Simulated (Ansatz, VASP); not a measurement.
**BN: VASP beside Ansatz**

```
B N
1.0
     2.55394    0.00000    0.00000
    -1.27697    2.21178    0.00000
     0.00000    0.00000    4.22685
B N
2 2
Direct
  0.66667 0.33333 0.99972
  0.33333 0.66667 0.49972
  0.71034 0.36530 0.67259
  0.33333 0.66667 0.12528
```

Alike in both runs: task single point; functional PBEsol; k mesh 12 × 12 × 6; occupations gaussian, width 0.05 eV; no spin polarisation.

|  | VASP | Ansatz |
| --- | --- | --- |
| version | VASP 6.6.1 | Ansatz 0.2.0 |
| potentials or method | VASP PAW PBE potentials, release 64 (B, N), cutoff 520 eV | scalar-relativistic, plane waves, PAW |
| valence electrons in the cell | 16 | 16 |

```tsv
	VASP	Ansatz	Ansatz less VASP
gap on the k mesh at the Fermi level (eV)	2.99	3.00	+0.014
least direct gap on the mesh (eV)	6.95	6.95	+0.002
pressure (GPa)	3.6	3.1	-0.51
traceless stress, the component that is largest in VASP (GPa)	10.94	10.66	-0.276
rms of the force components (eV/Å)	3.137	3.127	-0.0094
```

VASP's potentials were made for PBE, not for PBEsol. Atom by atom the forces differ by 0.011 eV/Å (rms over components).
